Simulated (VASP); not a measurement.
# Zn (P6_3/mmc) in VASP: notebook

Zn is run at these levels: LDA; tasks: single point.

All numbers are computed with VASP 6.6.1; they aren't measurements. Logs are shortened: lines on timing, memory, paths and dates and some standing lists are left out, and cuts for length are marked.

### Step 1. The cell of the first run

The structure is hexagonal, space group P6_3/mmc (No. 194). Conventional cell: a = 2.590 Å, b = 2.590 Å, c = 4.573 Å, α = 90.00°, β = 90.00°, γ = 120.00°. Zn (site symmetry -6m2) has 12 Zn at 2.59 to 2.73 Å within 3.4 Å.

### Step 2. Single point, LDA

Input file INCAR:

```
PREC = Accurate
ENCUT = 520
EDIFF = 1E-7
ISMEAR = -1
SIGMA = 0.05
LREAL = False
LASPH = True
NELM = 100
ALGO = Normal
ISIF = 2
LWAVE = False
LCHARG = False
NBANDS = 19
```

Input file KPOINTS:

```
regular mesh
0
Gamma
  20 20 10
```

Input file POSCAR:

```
Zn
1.0
    2.5903319805      0.0000000000      0.0000000000
   -1.2951659903      2.2432932994      0.0000000000
    0.0000000000      0.0000000000      4.5734769254
Zn
2
Direct
    0.3333333333      0.6666666667      0.2500000000
    0.6666666667      0.3333333333      0.7500000000
```

Potentials or basis: VASP PAW LDA potentials, release 64 (Zn).

The run is started by

```sh
> cat potpaw_LDA.64/Zn/POTCAR > POTCAR
> mpirun -np 1 vasp_std > vasp.out
```

OUTCAR:

```text
PREC = Accurate
   ENCUT = 520
   EDIFF = 1E-7
   ISMEAR = -1
   LREAL = False
   LASPH = True
   NELM = 100
   ISIF = 2

 ion  position               nearest neighbor table
   1  0.333  0.667  0.250-   2 2.73   2 2.73   2 2.73   2 2.73   2 2.73   2 2.73
   2  0.667  0.333  0.750-   1 2.73   1 2.73   1 2.73   1 2.73   1 2.73   1 2.73

  LATTYP: Found a hexagonal cell.
 ALAT       =     2.5903319805
 C/A-ratio  =     1.7655948966

  Lattice vectors:

 A1 = (   2.5903319805,   0.0000000000,   0.0000000000)
 A2 = (  -1.2951659903,   2.2432932994,   0.0000000000)
 A3 = (   0.0000000000,   0.0000000000,   4.5734769254)

Analysis of symmetry for initial positions (statically):
=====================================================================
 Subroutine PRICEL returns:
 Original cell was already a primitive cell.

 Routine SETGRP: Setting up the symmetry group for a
 hexagonal supercell.

 Subroutine GETGRP returns: Found 24 space group operations
 (whereof 12 operations were pure point group operations)
 out of a pool of 24 trial point group operations.

The static configuration has the point symmetry D_3d.
 The point group associated with its full space group is D_6h.

Analysis of symmetry for dynamics (positions and initial velocities):
=====================================================================
 Subroutine PRICEL returns:
 Original cell was already a primitive cell.

 Routine SETGRP: Setting up the symmetry group for a
 hexagonal supercell.

 Subroutine GETGRP returns: Found 24 space group operations
 (whereof 12 operations were pure point group operations)
 out of a pool of 24 trial point group operations.

The dynamic configuration has the point symmetry D_3d.
 The point group associated with its full space group is D_6h.

 Subroutine INISYM returns: Found 24 space group operations
 (whereof 12 operations are pure point group operations),
 and found     1 'primitive' translations

----------------------------------------------------------------------------------------

                                     Primitive cell

  volume of cell :      26.5759

  direct lattice vectors                    reciprocal lattice vectors
     2.590331980  0.000000000  0.000000000     0.386050903  0.222886593  0.000000000
    -1.295165990  2.243293299  0.000000000     0.000000000  0.445773185  0.000000000
     0.000000000  0.000000000  4.573476925     0.000000000  0.000000000  0.218652027

  length of vectors
     2.590331980  2.590331981  4.573476925     0.445773185  0.445773185  0.218652027

  position of ions in fractional coordinates (direct lattice)
     0.333333333  0.666666667  0.250000000
     0.666666667  0.333333333  0.750000000

  ion indices of the primitive-cell ions
   primitive index   ion index
                 1           1
                 2           2

----------------------------------------------------------------------------------------

 KPOINTS: regular mesh

Automatic generation of k-mesh.
 Grid dimensions read from file:
 generate k-points for:   20   20   10

 Generating k-lattice:

  Cartesian coordinates                     Fractional coordinates (reciprocal lattice)
     0.019302545  0.011144330  0.000000000     0.050000000  0.000000000  0.000000000
     0.000000000  0.022288659  0.000000000     0.000000000  0.050000000  0.000000000
     0.000000000  0.000000000  0.021865203     0.000000000  0.000000000  0.100000000

  Length of vectors
     0.022288659  0.022288659  0.021865203

  Shift w.r.t. Gamma in fractional coordinates (k-lattice)
     0.000000000  0.000000000  0.000000000

 Subroutine IBZKPT returns following result:
 ===========================================

 Found    264 irreducible k-points:

 Following reciprocal coordinates:
            Coordinates               Weight
  0.000000  0.000000  0.000000      1.000000
  0.050000 -0.000000  0.000000      6.000000
  0.100000  0.000000  0.000000      6.000000
  0.150000  0.000000  0.000000      6.000000
  0.200000  0.000000  0.000000      6.000000
  0.250000  0.000000  0.000000      6.000000
[... 16 lines left out ...]
  0.200000  0.100000  0.000000     12.000000
  0.250000  0.100000  0.000000     12.000000
 [... further k-points ...]
   k-points           NKPTS =    264   k-points in BZ     NKDIM =    264   number of bands    NBANDS=     19
   number of dos      NEDOS =    301   number of ions     NIONS =      2
   total plane-waves  NPLWV =  14400
   dimension x,y,z NGX =    20 NGY =   20 NGZ =   36
   dimension x,y,z NGXF=    40 NGYF=   40 NGZF=   72
   ions per type =               2
   NGX,Y,Z   is equivalent  to a cutoff of  12.84, 12.84, 13.09 a.u.
   NGXF,Y,Z  is equivalent  to a cutoff of  25.67, 25.67, 26.17 a.u.
 SYSTEM =  unknown system
   PREC   = accura    normal or accurate (medium, high low for compatibility)
   ISTART =      0    job   : 0-new  1-cont  2-samecut
   ICHARG =      2    charge: 1-file 2-atom 10-const
   ISPIN  =      1    spin polarized calculation?
   LNONCOLLINEAR =      F non collinear calculations
   LSORBIT =      F    spin-orbit coupling
   LASPH  =      T    aspherical Exc in radial PAW
   ENCUT  =  520.0 eV  38.22 Ry    6.18 a.u.   4.82  4.82  8.50*2*pi/ulx,y,z
   NELM   =    100;   NELMIN=  2; NELMDL= -5     # of ELM steps
   EDIFF  = 0.1E-06   stopping-criterion for ELM
   LREAL  =      F    real-space projection
   EDIFFG = 0.1E-05   stopping-criterion for IOM
   NSW    =      0    number of steps for IOM
   IBRION =     -1    ionic relax: 0-MD 1-quasi-New 2-CG
   NFREE  =      0    steps in history (QN), initial steepest desc. (CG)
   ISIF   =      2    stress and relaxation
   ISYM   =      2    0-nonsym 1-usesym 2-fastsym
   POTIM  = 0.5000    time-step for ionic-motion
   TEBEG  =    0.0;   TEEND  =   0.0 temperature during run
   PSTRESS=    0.0 pullay stress
   NELECT =      24.0000    total number of electrons
   NUPDOWN=      -1.0000    fix difference up-down
   EMIN   =  10.00;   EMAX   =-10.00  energy-range for DOS
   EFERMI =   0.00;   METHOD = LEGACY
   ISMEAR =    -1;   SIGMA  =   0.05  broadening in eV -4-tet -1-fermi 0-gaus
   EFERMI_NEDOS =   21; number of points for ismear=-14 and -15
   IALGO  =     38    algorithm
   IMIX   =      4    mixing-type and parameters
     AMIX     =   0.40;   BMIX     =  1.00
     AMIX_MAG =   1.60;   BMIX_MAG =  1.00
  volume/ion in A,a.u.               =      13.29        89.67
  Fermi-wavevector in a.u.,A,eV,Ry     =   1.582399  2.990300 34.068793  2.503986
  Thomas-Fermi vector in A             =   2.682328
   LORBIT       =      0    0 simple, 1 ext, 2 COOP (PROOUT), +10 PAW based schemes
   GGA     = CA    functional components
   LHFCALC =     F    Hartree Fock is set to
   AEXX    =    0.0000 exact exchange contribution
   IVDW    =     0    specifies the selected vdW correction
   LEPSILON=     F    determine dielectric tensor
   LRPA    =     F    only Hartree local field effects (RPA)
 non-spin polarized calculation
  energy-cutoff  :      520.00
  volume of cell :       26.58
 maximum number of plane-waves:       734
 NGX is ok and might be reduce to    20
   NGX =  9   NGY =  9   NGZ = 17

 number of electron      24.0000006 magnetization

 Free energy of the ion-electron system (eV)
  ---------------------------------------------------
  ext. energy  EPLUGINS =         0.00000000
  ---------------------------------------------------
  free energy    TOTEN  =        -3.75101965 eV

  energy without entropy =       -3.74823042  energy(sigma->0) =       -3.74962504

 E-fermi :   3.9534     XC(G=0): -12.6313

 val. band max:        3.9512854816   @ k =   0.2000   0.0500   0.1000
 cond. band min:       3.9823020622   @ k =   0.4000  -0.0000   0.0000
 fundamental gap:      0.0310165805
 Fermi energy:         3.9533784608

 k-point     1 :       0.0000    0.0000    0.0000
  band No.  band energies     occupation
      1      -7.6034      2.00000
      2      -5.3172      2.00000
      3      -4.4083      2.00000
      4      -4.1998      2.00000
      5      -4.1998      2.00000
      6      -4.1174      2.00000
[... 11 lines left out ...]
     18      23.7838      0.00000
     19      23.7838      0.00000

 k-point     2 :       0.0500   -0.0000    0.0000
  band No.  band energies     occupation
      1      -7.5251      2.00000
      2      -5.2820      2.00000
      3      -4.4032      2.00000
      4      -4.2052      2.00000
      5      -4.1792      2.00000
      6      -4.1267      2.00000
[... 11 lines left out ...]
     18      24.5450      0.00000
     19      24.6526      0.00000

 k-point     3 :       0.1000    0.0000    0.0000
  band No.  band energies     occupation
      1      -7.2922      2.00000
      2      -5.1840      2.00000
      3      -4.3969      2.00000
      4      -4.2132      2.00000
      5      -4.1467      2.00000
      6      -4.1188      2.00000
[... 11 lines left out ...]
     18      23.9654      0.00000
     19      25.1818      0.00000

 k-point     4 :       0.1500    0.0000    0.0000
  band No.  band energies     occupation
      1      -6.9136      2.00000
      2      -5.0473      2.00000
      3      -4.4045      2.00000
      4      -4.2303      2.00000
      5      -4.1305      2.00000
      6      -4.0234      2.00000
[... 11 lines left out ...]
     18      22.1489      0.00000
     19      22.9392      0.00000

 k-point     5 :       0.2000    0.0000    0.0000
  band No.  band energies     occupation
      1      -6.4110      2.00000
      2      -4.9222      2.00000
      3      -4.4020      2.00000
      4      -4.2644      2.00000
      5      -4.2090      2.00000
      6      -4.0347      2.00000
[... 11 lines left out ...]
     18      20.5834      0.00000
     19      22.3987      0.00000
[... 334 lines left out ...]
      2      -4.9685      2.00000
      3      -4.4312      2.00000
      4      -4.2096      2.00000
      5      -4.1793      2.00000
      6      -4.0748      2.00000
[... 11 lines left out ...]
     18      22.3864      0.00000
     19      23.0544      0.00000

 k-point    22 :       0.1500    0.1000    0.0000
  band No.  band energies     occupation
      1      -6.1989      2.00000
      2      -4.8404      2.00000
      3      -4.4658      2.00000
      4      -4.2522      2.00000
      5      -4.2470      2.00000
      6      -4.1105      2.00000
[... 11 lines left out ...]
     18      21.4055      0.00000
     19      21.9262      0.00000

 k-point    23 :       0.2000    0.1000    0.0000
  band No.  band energies     occupation
      1      -5.6456      2.00000
      2      -4.7841      2.00000
      3      -4.4392      2.00000
      4      -4.4239      2.00000
      5      -4.2610      2.00000
      6      -4.0812      2.00000
[... 11 lines left out ...]
     18      20.5826      0.00000
     19      21.1713      0.00000

 k-point    24 :       0.2500    0.1000    0.0000
  band No.  band energies     occupation
      1      -5.1830      2.00000
      2      -4.8195      2.00000
      3      -4.5719      2.00000
      4      -4.3060      2.00000
      5      -4.2226      2.00000
      6      -4.1279      2.00000
[... 11 lines left out ...]
     18      19.8683      0.00000
     19      20.5430      0.00000

 [... further k-points ...]

------------------------ aborting loop because EDIFF is reached ----------------------------------------

  FORCE on cell =-STRESS in cart. coord.  units (eV):
  Direction    XX          YY          ZZ          XY          YZ          ZX
  --------------------------------------------------------------------------------------
  -------------------------------------------------------------------------------------
  Total        0.3161240      0.3161240      0.2539175     -0.0000000      0.0000000     -0.0000000
  in kB       19.0581214     19.0581214     15.3078872     -0.0000000      0.0000000     -0.0000000
  external PRESSURE =      17.8080433 kB  Pullay stress =       0.0000000 kB

 VOLUME and BASIS-vectors are now :
 -----------------------------------------------------------------------------
  energy-cutoff  :      520.00
  volume of cell :       26.58
      direct lattice vectors                 reciprocal lattice vectors
     2.590331980  0.000000000  0.000000000     0.386050903  0.222886593  0.000000000
    -1.295165990  2.243293299  0.000000000     0.000000000  0.445773185  0.000000000
     0.000000000  0.000000000  4.573476925     0.000000000  0.000000000  0.218652027

 POSITION                                       TOTAL-FORCE (eV/Angst)
 -----------------------------------------------------------------------------------
     -0.00000      1.49553      1.14337         0.000000     -0.000000      0.000000
      1.29517      0.74776      3.43011        -0.000000      0.000000      0.000000
 -----------------------------------------------------------------------------------
    total drift:                               -0.000000      0.000000      0.000000

  FREE ENERGIE OF THE ION-ELECTRON SYSTEM (eV)
  ---------------------------------------------------
  free  energy   TOTEN  =        -3.7510196529 eV

  energy  without entropy=       -3.7482304178  energy(sigma->0) =       -3.74962504
```

Wall time 37 s (1 thread of Intel Xeon 6975P-C (Granite Rapids), shared host); peak memory 0.21 GiB.

Results:

```yaml
Free_energy: -3.7510 eV
Pressure: 1.8 GPa
Band_gap_on_the_k_mesh: zero (band 12 reaches 5.66 eV, above the bottom of band 13 at 1.59 eV)
```

Stress tensor (GPa, compression positive):
```
1.91 0.00 0.00
0.00 1.91 0.00
0.00 0.00 1.53
```

### Step 3. Single point, LDA

This run uses another cell than the first one, of 13.42 Å³/atom, 1.010 times its volume.

Input file INCAR:

```
ALGO = Normal ; EDIFF = 1E-6
ENCUT = 520 ; ISIF = 2
ISMEAR = -1 ; LASPH = True
LCHARG = False ; LREAL = False
LWAVE = False ; NBANDS = 19
NELM = 100 ; PREC = Accurate
SIGMA = 0.05
```

Input file KPOINTS:

```
k-points
0
Gamma
  20 20 10
```

Input file POSCAR:

```
Zn
1.0
    2.5968162100      0.0000000000      0.0000000000
   -1.2984081050      2.2489088068      0.0000000000
    0.0000000000      0.0000000000      4.5974838388
Zn
2
Direct
    0.3333333333      0.6666666667      0.2500000000
    0.6666666667      0.3333333333      0.7500000000
```

Potentials or basis: VASP PAW LDA potentials, release 64 (Zn).

The run is started by

```sh
> cat potpaw_LDA.64/Zn/POTCAR > POTCAR
> mpirun -np 1 vasp_std > vasp.out
```

Run time: 36 s. Hardware: 1 thread of Intel Xeon 6975P-C (Granite Rapids), shared host; peak memory 0.21 GiB.

The run converged. Its results:

```
Free energy            : -3.7530 eV
Pressure               : 0.7 GPa
Band gap on the k mesh : zero (band 12 reaches 5.55 eV, above the bottom of band 13 at 1.46 eV)
```

Stress tensor (GPa, compression positive):
```
0.78 0.00 0.00
0.00 0.78 0.00
0.00 0.00 0.49
```

Levels at points of the mesh, in eV from the Fermi level:
```tsv
k point	band 9	band 10	band 11	band 12	band 13	band 14	band 15	band 16
(0.00, 0.00, 0.00)	-7.71	-7.38	-7.38	-4.02	-2.40	16.48	17.92	17.92
(0.50, 0.00, 0.00)	-7.22	-7.19	-3.42	-2.52	3.21	3.67	5.08	6.17
(0.00, 0.00, 0.50)	-7.51	-7.51	-7.51	-7.51	5.98	5.98	19.47	19.47
(0.50, 0.00, 0.50)	-7.20	-7.20	-2.35	-2.35	0.18	0.18	11.62	11.62
```
